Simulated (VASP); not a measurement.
Wanted: the native input for a VASP 6.6.1 run.

```yaml
Task: single point
Functional: PBE
Potentials_or_basis: VASP PAW PBE potentials, release 64 (Mo_sv, S)
Cutoff: 520 eV
k_mesh: 12 × 12 × 2
Occupations: fermi-dirac, width 0.02 eV
Spin: non-collinear spin, zero start, spin-orbit coupling
Starting_moments: "[[0.0, 0.0, 0.0], [0.0, 0.0, 0.0], [0.0, 0.0, 0.0], [0.0, 0.0, 0.0], [0.0, 0.0, 0.0], [0.0, 0.0, 0.0]] μB"
Dipole_correction: no
Further_INCAR_settings: ALGO = Normal; EDIFF = 1e-06; NBANDS = 68
```

The structure of MoS2 lies in POSCAR:

```
MoS2
1.0
    3.1730194991      0.0000000000      0.0000000000
   -1.5865097496      2.7479154930      0.0000000000
    0.0000000000      0.0000000000     12.4359058611
Mo S
2 4
Direct
    0.3333333333      0.6666666667      0.2500000000
    0.6666666667      0.3333333333      0.7500000000
    0.3333333333      0.6666666667      0.6249005404
    0.6666666667      0.3333333333      0.1249005404
    0.3333333333      0.6666666667      0.8750994596
    0.6666666667      0.3333333333      0.3750994596
```

These files were run (other wordings do the same):

INCAR

```
PREC = Accurate
ENCUT = 520
EDIFF = 1E-6
ISMEAR = -1
SIGMA = 0.02
LREAL = F
LASPH = T
NELM = 150
ALGO = Normal
ISIF = 2
LWAVE = F
LCHARG = F
LNONCOLLINEAR = T
MAGMOM = 0 0 0 0 0 0 0 0 0 0 0 0 0 0 0 0 0 0
LORBIT = 11
LSORBIT = T
GGA_COMPAT = F
LORBMOM = T
LMAXMIX = 4
GGA = PE
NBANDS = 68
```

KPOINTS

```
regular mesh
0
Gamma
  12 12 2
```

Potentials or basis: VASP PAW PBE potentials, release 64 (Mo_sv, S).

The run is started by

```sh
$ cat potpaw_PBE.64/Mo_sv/POTCAR potpaw_PBE.64/S/POTCAR > POTCAR
$ mpirun -np 1 vasp_ncl > vasp.out
```

Results of the run:

```yaml
Pressure: 2.3 GPa
Largest_force: 0.100 eV/Å
Net_moment: 0.00 μB per cell
Valence_electrons_inside_the_program's_atomic_spheres: Mo 12.47; S 3.71
```

Caveat: this functional lacks dispersion, which binds the layers, so the pressure and a relaxed spacing across them are unreliable.

It took 16 min on 1 thread of Oxide Virtual Turin-like Processor, with other jobs on the host, peak memory 0.63 GiB.
